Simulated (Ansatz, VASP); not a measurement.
# BN in VASP and in Ansatz

```
CELL_PARAMETERS angstrom
0.00000 1.78658 1.78658
1.78658 0.00000 1.78658
1.78658 1.78658 0.00000
ATOMIC_POSITIONS crystal
B 0.00000 0.00000 0.00000
N 0.75000 0.75000 0.75000
```

Alike in both runs: task single point; functional r2SCAN; k mesh 12 × 12 × 12; occupations gaussian, width 0.02 eV; no spin polarisation.

|  | VASP | Ansatz |
| --- | --- | --- |
| version | VASP 6.6.1 | Ansatz 0.2.0 |
| potentials or method | VASP PAW PBE potentials, release 64 (B, N), cutoff 520 eV | scalar-relativistic, plane waves, PAW |
| valence electrons in the cell | 8 | 8 |

|  | VASP | Ansatz | Ansatz less VASP |
| --- | --- | --- | --- |
| gap on the k mesh at the Fermi level (eV) | 5.02 | 5.04 | +0.023 |
| least direct gap on the mesh (eV) | 9.70 | 9.74 | +0.042 |
| pressure (GPa) | 13.9 | 12.7 | -1.24 |

VASP's potentials were made for PBE, not for r2SCAN.
